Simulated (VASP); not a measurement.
# ZnSe (rocksalt type) (Fm-3m) in VASP: a series of runs

ZnSe (rocksalt type) is run at these levels: PBE; tasks: single point, relaxation of cell and atoms.

Program: VASP 6.6.1. These are calculated values, not measurements. Logs are shortened: lines on timing, memory, paths and dates and some standing lists are left out, and cuts for length are marked.

**1. The cell of the first run**

Symmetry: Fm-3m, No. 225, cubic system. The conventional cell has a = 5.367 Å, b = 5.367 Å, c = 5.367 Å, α = 90.00°, β = 90.00°, γ = 90.00°. Zn (site symmetry m-3m) has 6 Se at 2.68 Å within 3.5 Å. Within 3.5 Å of Se (site symmetry m-3m) lie 6 Zn at 2.68 Å.

**2. Single point, PBE**

Input file INCAR:

```
SYSTEM = ZnSe
  PREC = Accurate
  ENCUT = 520
  EDIFF = 1E-6
  ISMEAR = -1
  SIGMA = 0.08
  LREAL = .False.
  LASPH = .True.
  NELM = 60
  ALGO = Normal
  ISIF = 2
  LWAVE = .False.
  LCHARG = .False.
  GGA = PE
  NBANDS = 16
```

Input file KPOINTS:

```
Automatic mesh
0
Gamma
  14 14 14
  0 0 0
```

Input file POSCAR:

```
ZnSe
1.0
    0.0000000000      2.6836815010      2.6836815010
    2.6836815010      0.0000000000      2.6836815010
    2.6836815010      2.6836815010      0.0000000000
Zn Se
1 1
Direct
    0.0000000000      0.0000000000      0.0000000000
    0.5000000000      0.5000000000      0.5000000000
```

Potentials or basis: VASP PAW PBE potentials, release 64 (Zn, Se).

Launch:

```sh
> cat potpaw_PBE.64/Zn/POTCAR potpaw_PBE.64/Se/POTCAR > POTCAR
> mpirun -np 1 vasp_std > vasp.out
```

OUTCAR:

```text
SYSTEM = ZnSe
   PREC = Accurate
   ENCUT = 520
   EDIFF = 1E-6
   ISMEAR = -1
   LREAL = .False.
   LASPH = .True.
   NELM = 60
   ISIF = 2
   GGA = PE

 ion  position               nearest neighbor table
   1  0.000  0.000  0.000-   2 2.68   2 2.68   2 2.68   2 2.68   2 2.68   2 2.68
   2  0.500  0.500  0.500-   1 2.68   1 2.68   1 2.68   1 2.68   1 2.68   1 2.68

  LATTYP: Found a face centered cubic cell.
 ALAT       =     5.3673630020

  Lattice vectors:

 A1 = (   0.0000000000,   2.6836815010,   2.6836815010)
 A2 = (   2.6836815010,   0.0000000000,   2.6836815010)
 A3 = (   2.6836815010,   2.6836815010,   0.0000000000)

Analysis of symmetry for initial positions (statically):
=====================================================================
 Subroutine PRICEL returns:
 Original cell was already a primitive cell.

 Routine SETGRP: Setting up the symmetry group for a
 face centered cubic supercell.

 Subroutine GETGRP returns: Found 48 space group operations
 (whereof 48 operations were pure point group operations)
 out of a pool of 48 trial point group operations.

The static configuration has the point symmetry O_h .

Analysis of symmetry for dynamics (positions and initial velocities):
=====================================================================
 Subroutine PRICEL returns:
 Original cell was already a primitive cell.

 Routine SETGRP: Setting up the symmetry group for a
 face centered cubic supercell.

 Subroutine GETGRP returns: Found 48 space group operations
 (whereof 48 operations were pure point group operations)
 out of a pool of 48 trial point group operations.

The dynamic configuration has the point symmetry O_h .

 Subroutine INISYM returns: Found 48 space group operations
 (whereof 48 operations are pure point group operations),
 and found     1 'primitive' translations

----------------------------------------------------------------------------------------

                                     Primitive cell

  volume of cell :      38.6565

  direct lattice vectors                    reciprocal lattice vectors
     0.000000000  2.683681501  2.683681501    -0.186311229  0.186311229  0.186311229
     2.683681501  0.000000000  2.683681501     0.186311229 -0.186311229  0.186311229
     2.683681501  2.683681501  0.000000000     0.186311229  0.186311229 -0.186311229

  length of vectors
     3.795298776  3.795298776  3.795298776     0.322700515  0.322700515  0.322700515

  position of ions in fractional coordinates (direct lattice)
     0.000000000  0.000000000  0.000000000
     0.500000000  0.500000000  0.500000000

  ion indices of the primitive-cell ions
   primitive index   ion index
                 1           1
                 2           2

----------------------------------------------------------------------------------------

 KPOINTS: Automatic mesh

Automatic generation of k-mesh.
 Grid dimensions read from file:
 generate k-points for:   14   14   14

 Generating k-lattice:

  Cartesian coordinates                     Fractional coordinates (reciprocal lattice)
    -0.013307945  0.013307945  0.013307945     0.071428571  0.000000000  0.000000000
     0.013307945 -0.013307945  0.013307945     0.000000000  0.071428571  0.000000000
     0.013307945  0.013307945 -0.013307945     0.000000000  0.000000000  0.071428571

  Length of vectors
     0.023050037  0.023050037  0.023050037

  Shift w.r.t. Gamma in fractional coordinates (k-lattice)
     0.000000000  0.000000000  0.000000000

 Subroutine IBZKPT returns following result:
 ===========================================

 Found    104 irreducible k-points:

 Following reciprocal coordinates:
            Coordinates               Weight
  0.000000  0.000000  0.000000      1.000000
  0.071429  0.000000  0.000000      8.000000
  0.142857  0.000000  0.000000      8.000000
  0.214286  0.000000  0.000000      8.000000
  0.285714  0.000000  0.000000      8.000000
  0.357143  0.000000  0.000000      8.000000
[... 16 lines left out ...]
  0.214286  0.142857  0.000000     24.000000
  0.285714  0.142857  0.000000     24.000000
 [... further k-points ...]
   k-points           NKPTS =    104   k-points in BZ     NKDIM =    104   number of bands    NBANDS=     16
   number of dos      NEDOS =    301   number of ions     NIONS =      2
   total plane-waves  NPLWV =  21952
   dimension x,y,z NGX =    28 NGY =   28 NGZ =   28
   dimension x,y,z NGXF=    56 NGYF=   56 NGZF=   56
   ions per type =               1   1
   NGX,Y,Z   is equivalent  to a cutoff of  12.26, 12.26, 12.26 a.u.
   NGXF,Y,Z  is equivalent  to a cutoff of  24.53, 24.53, 24.53 a.u.
 SYSTEM =  ZnSe
   PREC   = accura    normal or accurate (medium, high low for compatibility)
   ISTART =      0    job   : 0-new  1-cont  2-samecut
   ICHARG =      2    charge: 1-file 2-atom 10-const
   ISPIN  =      1    spin polarized calculation?
   LNONCOLLINEAR =      F non collinear calculations
   LSORBIT =      F    spin-orbit coupling
   LASPH  =      T    aspherical Exc in radial PAW
   ENCUT  =  520.0 eV  38.22 Ry    6.18 a.u.   7.06  7.06  7.06*2*pi/ulx,y,z
   NELM   =     60;   NELMIN=  2; NELMDL= -5     # of ELM steps
   EDIFF  = 0.1E-05   stopping-criterion for ELM
   LREAL  =      F    real-space projection
   EDIFFG = 0.1E-04   stopping-criterion for IOM
   NSW    =      0    number of steps for IOM
   IBRION =     -1    ionic relax: 0-MD 1-quasi-New 2-CG
   NFREE  =      0    steps in history (QN), initial steepest desc. (CG)
   ISIF   =      2    stress and relaxation
   ISYM   =      2    0-nonsym 1-usesym 2-fastsym
   POTIM  = 0.5000    time-step for ionic-motion
   TEBEG  =    0.0;   TEEND  =   0.0 temperature during run
   PSTRESS=    0.0 pullay stress
   NELECT =      18.0000    total number of electrons
   NUPDOWN=      -1.0000    fix difference up-down
   EMIN   =  10.00;   EMAX   =-10.00  energy-range for DOS
   EFERMI =   0.00;   METHOD = LEGACY
   ISMEAR =    -1;   SIGMA  =   0.08  broadening in eV -4-tet -1-fermi 0-gaus
   EFERMI_NEDOS =   21; number of points for ismear=-14 and -15
   IALGO  =     38    algorithm
   IMIX   =      4    mixing-type and parameters
     AMIX     =   0.40;   BMIX     =  1.00
     AMIX_MAG =   1.60;   BMIX_MAG =  1.00
  volume/ion in A,a.u.               =      19.33       130.43
[... 30 lines left out ...]
 Fermi energy:         3.0985049763

 k-point     1 :       0.0000    0.0000    0.0000
  band No.  band energies     occupation
      1     -10.6908      2.00000
      2      -3.4688      2.00000
      3      -3.4688      2.00000
      4      -3.4502      2.00000
      5      -3.4502      2.00000
      6      -3.4502      2.00000
[... 8 lines left out ...]
     15      12.9212      0.00000
     16      12.9212      0.00000

 k-point     2 :       0.0714    0.0000    0.0000
  band No.  band energies     occupation
      1     -10.6397      2.00000
      2      -3.4796      2.00000
      3      -3.4796      2.00000
      4      -3.4549      2.00000
      5      -3.4461      2.00000
      6      -3.4460      2.00000
[... 8 lines left out ...]
     15      12.4694      0.00000
     16      12.9278      0.00000

 k-point     3 :       0.1429    0.0000    0.0000
  band No.  band energies     occupation
      1     -10.4905      2.00000
      2      -3.5127      2.00000
      3      -3.5127      2.00000
      4      -3.4710      2.00000
      5      -3.4315      2.00000
      6      -3.4315      2.00000
[... 8 lines left out ...]
     15      12.5340      0.00000
     16      12.7554      0.00000

 k-point     4 :       0.2143    0.0000    0.0000
  band No.  band energies     occupation
      1     -10.2565      2.00000
      2      -3.5606      2.00000
      3      -3.5606      2.00000
      4      -3.5066      2.00000
      5      -3.4096      2.00000
      6      -3.4096      2.00000
[... 8 lines left out ...]
     15      13.1457      0.00000
     16      13.1457      0.00000

 k-point     5 :       0.2857    0.0000    0.0000
  band No.  band energies     occupation
      1      -9.9645      2.00000
      2      -3.6132      2.00000
      3      -3.6132      2.00000
      4      -3.5799      2.00000
      5      -3.3848      2.00000
      6      -3.3848      2.00000
[... 8 lines left out ...]
     15      14.0304      0.00000
     16      14.0305      0.00000

 k-point     6 :       0.3571    0.0000    0.0000
  band No.  band energies     occupation
      1      -9.6615      2.00000
      2      -3.7167      2.00000
      3      -3.6599      2.00000
      4      -3.6599      2.00000
      5      -3.3624      2.00000
      6      -3.3624      2.00000
[... 8 lines left out ...]
     15      15.1292      0.00000
     16      15.1292      0.00000

 k-point     7 :       0.4286    0.0000    0.0000
  band No.  band energies     occupation
      1      -9.4206      2.00000
      2      -3.8955      2.00000
      3      -3.6919      2.00000
      4      -3.6919      2.00000
      5      -3.3468      2.00000
      6      -3.3468      2.00000
[... 8 lines left out ...]
     15      16.3664      0.00000
     16      16.3664      0.00000

 k-point     8 :       0.5000    0.0000    0.0000
  band No.  band energies     occupation
      1      -9.3264      2.00000
      2      -3.9851      2.00000
      3      -3.7032      2.00000
      4      -3.7032      2.00000
      5      -3.3412      2.00000
      6      -3.3412      2.00000
[... 8 lines left out ...]
     15      17.2317      0.00000
     16      17.2317      0.00000

 k-point     9 :       0.0714    0.0714    0.0000
  band No.  band energies     occupation
      1     -10.6229      2.00000
      2      -3.4976      2.00000
      3      -3.4658      2.00000
      4      -3.4550      2.00000
      5      -3.4466      2.00000
      6      -3.4466      2.00000
[... 8 lines left out ...]
     15      13.3769      0.00000
     16      13.3769      0.00000
[... 172 lines left out ...]
 k-point    19 :      -0.2143    0.0714    0.0000
  band No.  band energies     occupation
      1     -10.1263      2.00000
      2      -3.6006      2.00000
      3      -3.5832      2.00000
      4      -3.5092      2.00000
      5      -3.4079      2.00000
      6      -3.3899      2.00000
[... 8 lines left out ...]
     15      13.1163      0.00000
     16      14.4506      0.00000

 k-point    20 :      -0.1429    0.0714    0.0000
  band No.  band energies     occupation
      1     -10.3792      2.00000
      2      -3.5511      2.00000
      3      -3.5257      2.00000
      4      -3.4769      2.00000
      5      -3.4285      2.00000
      6      -3.4145      2.00000
[... 8 lines left out ...]
     15      13.3149      0.00000
     16      13.5839      0.00000

 k-point    21 :      -0.0714    0.0714    0.0000
  band No.  band energies     occupation
      1     -10.5561      2.00000
      2      -3.5083      2.00000
      3      -3.4890      2.00000
      4      -3.4609      2.00000
      5      -3.4416      2.00000
      6      -3.4354      2.00000
[... 8 lines left out ...]
     15      12.9537      0.00000
     16      13.3691      0.00000

 k-point    22 :       0.1429    0.1429    0.0000
  band No.  band energies     occupation
      1     -10.4278      2.00000
      2      -3.5735      2.00000
      3      -3.4683      2.00000
      4      -3.4575      2.00000
      5      -3.4346      2.00000
      6      -3.4346      2.00000
[... 8 lines left out ...]
     15      14.4539      0.00000
     16      14.4539      0.00000

 k-point    23 :       0.2143    0.1429    0.0000
  band No.  band energies     occupation
      1     -10.2597      2.00000
      2      -3.6215      2.00000
      3      -3.4806      2.00000
      4      -3.4752      2.00000
      5      -3.4231      2.00000
      6      -3.4113      2.00000
[... 8 lines left out ...]
     15      14.6142      0.00000
     16      14.7622      0.00000

 k-point    24 :       0.2857    0.1429    0.0000
  band No.  band energies     occupation
      1     -10.0205      2.00000
      2      -3.6708      2.00000
      3      -3.5153      2.00000
      4      -3.5035      2.00000
      5      -3.4061      2.00000
      6      -3.3822      2.00000
[... 8 lines left out ...]
     15      14.9780      0.00000
     16      15.1508      0.00000

 [... further k-points ...]
[... 5 lines left out ...]
  --------------------------------------------------------------------------------------
  -------------------------------------------------------------------------------------
  Total        0.0548642      0.0548642      0.0548642     -0.0000000      0.0000000     -0.0000000
  in kB        2.2739276      2.2739276      2.2739276     -0.0000000      0.0000000     -0.0000000
  external PRESSURE =       2.2739276 kB  Pullay stress =       0.0000000 kB

 VOLUME and BASIS-vectors are now :
 -----------------------------------------------------------------------------
  energy-cutoff  :      520.00
  volume of cell :       38.66
      direct lattice vectors                 reciprocal lattice vectors
     0.000000000  2.683681501  2.683681501    -0.186311229  0.186311229  0.186311229
     2.683681501  0.000000000  2.683681501     0.186311229 -0.186311229  0.186311229
     2.683681501  2.683681501  0.000000000     0.186311229  0.186311229 -0.186311229

 POSITION                                       TOTAL-FORCE (eV/Angst)
 -----------------------------------------------------------------------------------
      0.00000      0.00000      0.00000        -0.000000      0.000000      0.000000
      2.68368      2.68368      2.68368         0.000000      0.000000     -0.000000
 -----------------------------------------------------------------------------------
    total drift:                               -0.000000      0.000000      0.000000

  FREE ENERGIE OF THE ION-ELECTRON SYSTEM (eV)
  ---------------------------------------------------
  free  energy   TOTEN  =        -5.4231563036 eV

  energy  without entropy=       -5.4100927661  energy(sigma->0) =       -5.41662453
```

It took 91 s on 1 thread of Intel Xeon 8259CL, shared host; peak memory 0.2 GiB.

Results:

* Free energy: -5.4232 eV
* Pressure: 0.2 GPa
* Band gap on the k mesh: zero (bands 9 and 10 overlap by 1.04 eV)

**3. Relaxation of cell and atoms, PBE, target pressure 31 GPa, at which the enthalpy is minimised**

This run uses another cell than the first one, of 15.08 Å³/atom.

Input file INCAR:

```
ALGO     = Normal         # electronic algorithm
EDIFF    = 1E-6           # SCF threshold, eV
EDIFFG   = -0.005         # ionic threshold
ENCUT    = 600            # plane-wave cutoff, eV
GGA      = PE             # functional
IBRION   = 2              # ionic algorithm
ISIF     = 3              # what is computed and relaxed
ISMEAR   = -1             # smearing method
LASPH    = T              # aspherical terms in the spheres
LCHARG   = F              # write CHGCAR
LREAL    = F              # projectors in reciprocal space
LWAVE    = F              # write WAVECAR
NELM     = 60             # most SCF steps
NSW      = 60             # ionic steps
PREC     = Accurate       # precision mode
PSTRESS  = 310.0        
SIGMA    = 0.08           # smearing width, eV
```

Input file KPOINTS:

```
k-points
0
Gamma
  14 14 14
```

Input file POSCAR:

```
ZnSe
1.0
    0.0000000000      2.4703728562      2.4703728562
    2.4703728562      0.0000000000      2.4703728562
    2.4703728562      2.4703728562      0.0000000000
Zn Se
1 1
Direct
    0.0000000000      0.0000000000      0.0000000000
    0.5000000000      0.5000000000      0.5000000000
```

Potentials or basis: VASP PAW PBE potentials, release 64 (Zn, Se).

Launch:

```sh
> cat potpaw_PBE.64/Zn/POTCAR potpaw_PBE.64/Se/POTCAR > POTCAR
> mpirun -np 1 vasp_std > vasp.out
```

Wall time 2.2 min (1 thread of Intel Xeon 8259CL, shared host); peak memory 0.21 GiB.

Results (log left out):

```yaml
Free_energy: -4.7681 eV
Relaxed_volume: 15.13 Å³/atom
Relaxed_cell: a = 3.498 Å, b = 3.498 Å, c = 3.498 Å, α = 60.00°, β = 60.00°, γ = 60.00°
Space_group_after_relaxing_to_0.1_Å: Fm-3m (No. 225)
Energy_change_on_relaxing_the_run_minimises_the_enthalpy: -10.0 meV/atom
Ionic_steps: 3
Pressure_after_relaxing: 31.0 GPa
Band_gap_on_the_k_mesh: zero (bands 9 and 10 overlap by 1.22 eV)
```

Step by step:
| step | energy change (eV) | largest force (eV/Å) | pressure (GPa) | volume (Å³) |
| --- | --- | --- | --- | --- |
| 1 | 0.0000 | 0.0000 | 31.65 | 30.15 |
| 2 | -0.0511 | 0.0000 | 29.87 | 30.42 |
| 3 | -0.0200 | 0.0000 | 30.97 | 30.25 |

Final structure:
```yaml
crystal:
  lattice:
    - [0.00000, 2.47317, 2.47317]
    - [2.47317, 0.00000, 2.47317]
    - [2.47317, 2.47317, 0.00000]
  atoms:
    - { symbol: Zn, position: [0.00000, 0.00000, 0.00000] }
    - { symbol: Se, position: [0.50000, 0.50000, 0.50000] }
```

Levels at points of the mesh, in eV from the Fermi level:
| k point | band 5 | band 6 | band 7 | band 8 | band 9 | band 10 | band 11 | band 12 | band 13 |
| --- | --- | --- | --- | --- | --- | --- | --- | --- | --- |
| (0.00, 0.00, 0.00) | -7.32 | -7.32 | -0.73 | -0.73 | -0.73 | 2.49 | 8.58 | 8.58 | 8.58 |
| (0.50, 0.00, 0.00) | -7.11 | -7.11 | -6.46 | -0.07 | -0.07 | 3.31 | 4.76 | 4.76 | 8.00 |
| (0.50, 0.50, 0.00) | -7.04 | -6.94 | -6.45 | -3.48 | -3.48 | -1.11 | 4.33 | 13.36 | 13.36 |

Caveat: the cell is relaxed towards a set pressure, so the run minimises the enthalpy, not the energy.

**4. Relaxation of cell and atoms, PBE, target pressure 31 GPa, at which the enthalpy is minimised**

This run uses another cell than the first one, of 15.08 Å³/atom.

Input file INCAR:

```
SYSTEM = ZnSe
PREC = Accurate
ENCUT = 600
EDIFF = 1E-6
ISMEAR = -1
SIGMA = 0.08
LREAL = .False.
LASPH = .True.
NELM = 60
ALGO = Normal
ISIF = 3
LWAVE = .False.
LCHARG = .False.
GGA = PE
IBRION = 2
NSW = 32
EDIFFG = -0.005
PSTRESS = 310.0
```

Input file KPOINTS:

```
regular mesh
0
Gamma
  14 14 14
  0 0 0
```

POSCAR is that of step 3.

Launch:

```sh
> cat potpaw_PBE.64/Zn/POTCAR potpaw_PBE.64/Se/POTCAR > POTCAR
> mpirun -np 1 vasp_std > vasp.out
```

It took 2.4 min on 1 thread of Intel Xeon 8259CL, shared host; peak memory 0.21 GiB.

The run converged. Its results:

```
Free energy                                                : -4.7681 eV
Relaxed volume                                             : 15.13 Å³/atom
Relaxed cell                                               : a = 3.498 Å, b = 3.498 Å, c = 3.498 Å, α = 60.00°, β = 60.00°, γ = 60.00°
Space group after relaxing (to 0.1 Å)                      : Fm-3m (No. 225)
Energy change on relaxing (the run minimises the enthalpy) : -10.0 meV/atom
Ionic steps                                                : 3
Pressure after relaxing                                    : 31.0 GPa
Band gap on the k mesh                                     : zero (bands 9 and 10 overlap by 1.22 eV)
```

Step by step:
```
step  energy change (eV)  largest force (eV/Å)  pressure (GPa)  volume (Å³)
   1              0.0000                0.0000           31.65        30.15
   2             -0.0511                0.0000           29.87        30.42
   3             -0.0200                0.0000           30.97        30.25
```

Final structure:
```yaml
crystal:
  lattice:
    - [0.00000, 2.47317, 2.47317]
    - [2.47317, 0.00000, 2.47317]
    - [2.47317, 2.47317, 0.00000]
  atoms:
    - { symbol: Zn, position: [0.00000, 0.00000, 0.00000] }
    - { symbol: Se, position: [0.50000, 0.50000, 0.50000] }
```

Levels at points of the mesh, in eV from the Fermi level:
| k point | band 5 | band 6 | band 7 | band 8 | band 9 | band 10 | band 11 | band 12 | band 13 |
| --- | --- | --- | --- | --- | --- | --- | --- | --- | --- |
| (0.00, 0.00, 0.00) | -7.32 | -7.32 | -0.73 | -0.73 | -0.73 | 2.49 | 8.58 | 8.58 | 8.58 |
| (0.50, 0.00, 0.00) | -7.11 | -7.11 | -6.46 | -0.07 | -0.07 | 3.31 | 4.76 | 4.76 | 8.00 |
| (0.50, 0.50, 0.00) | -7.04 | -6.94 | -6.45 | -3.48 | -3.48 | -1.11 | 4.33 | 13.36 | 13.36 |

Caveat: the cell is relaxed towards a set pressure, so the run minimises the enthalpy, not the energy.
